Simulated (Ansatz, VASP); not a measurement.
**One calculation of CrCuO2, two programs**

File INCAR:

```
SYSTEM = CrCuO2
ALGO = Normal ; EDIFF = 1E-6
ENCUT = 600 ; GGA = PE
GGA_COMPAT = .FALSE. ; ISIF = 2
ISMEAR = -1 ; LASPH = .TRUE.
LCHARG = .TRUE. ; LDAU = .TRUE.
LDAUJ = 0 0 0 ; LDAUL = 2 -1 2
LDAUPRINT = 1 ; LDAUTYPE = 2
LDAUU = 6.7 0 5.8 ; LELF = .TRUE.
LMAXMIX = 4 ; LREAL = .FALSE.
LVHAR = .TRUE. ; LWAVE = .FALSE.
NBANDS = 26 ; NELM = 200
PREC = Accurate ; SIGMA = 0.02
```

The input KPOINTS:

```
k-points
0
G
  8 8 8
  0 0 0
```

File POSCAR:

```
CrCuO2
1.0
    1.4867000100      0.8583466500      5.7000000000
   -1.4867000100      0.8583466500      5.7000000000
    0.0000000000     -1.7166933100      5.7000000000
Cu O Cr
1 2 1
Direct
    0.0000000000      0.0000000000      0.0000000000
    0.1079200000      0.1079200000      0.1079200000
    0.8920800000      0.8920800000      0.8920800000
    0.5000000000      0.5000000000      0.5000000000
```

Input for Ansatz:

```yaml
crystal:
  lattice:
    - [1.48670001, 0.85834665, 5.7]
    - [-1.48670001, 0.85834665, 5.7]
    - [0.0, -1.71669331, 5.7]
  atoms:
    - { symbol: Cu, position: [0.0, 0.0, 0.0] }
    - { symbol: O, position: [0.10792, 0.10792, 0.10792] }
    - { symbol: O, position: [0.89208, 0.89208, 0.89208] }
    - { symbol: Cr, position: [0.5, 0.5, 0.5] }
hamiltonian:
  xc: pbe
  pseudopotentials: { kind: paw }
  hubbard:
    sites:
      - { species: Cr, l: d, u_eff: 5.8 }
      - { species: Cu, l: d, u_eff: 6.7 }
basis:
  ecutwfc: 420
kpoints:
  mp_grid: { grid: [8, 8, 8] }
scf:
  occupations: { method: fermi_dirac, width: 0.02 }
  lower_state_search: "off"
output:
  forces: true
  stress: true
```

Alike in both runs: task single point; functional PBE; k mesh 8 × 8 × 8; occupations fermi-dirac, width 0.02 eV; no spin polarisation; Hubbard terms Cr d U = 5.8 eV, Cu d U = 6.7 eV.

|  | VASP | Ansatz |
| --- | --- | --- |
| version | VASP 6.6.1 | Ansatz 0.2.0 |
| potentials or method | VASP PAW PBE potentials, release 64 (Cu, O, Cr_pv), cutoff 600 eV | PAW, plane waves, scalar-relativistic |
| valence electrons in the cell | 35 | 45 |

VASP gave:

```
pressure (GPa)                                                : 1.1
traceless stress, the component that is largest in VASP (GPa) : 8.92
rms of the force components (eV/Å)                            : 0.413
```

**Question.** Estimate Ansatz's values.

**Answer.** Pressure (GPa): 5.6; traceless stress, the component that is largest in VASP (GPa): 9.01; rms of the force components (eV/Å): 0.171.

The programs project onto different local orbitals, so the same U acts differently, and such runs can settle in different states. Atom by atom the forces differ by 0.584 eV/Å (rms over components). VASP's potentials hold 35 valence electrons a cell and Ansatz's 45, so a difference there can come from the potentials and not from the codes. Ansatz's warnings: filled band counts differ across k points.
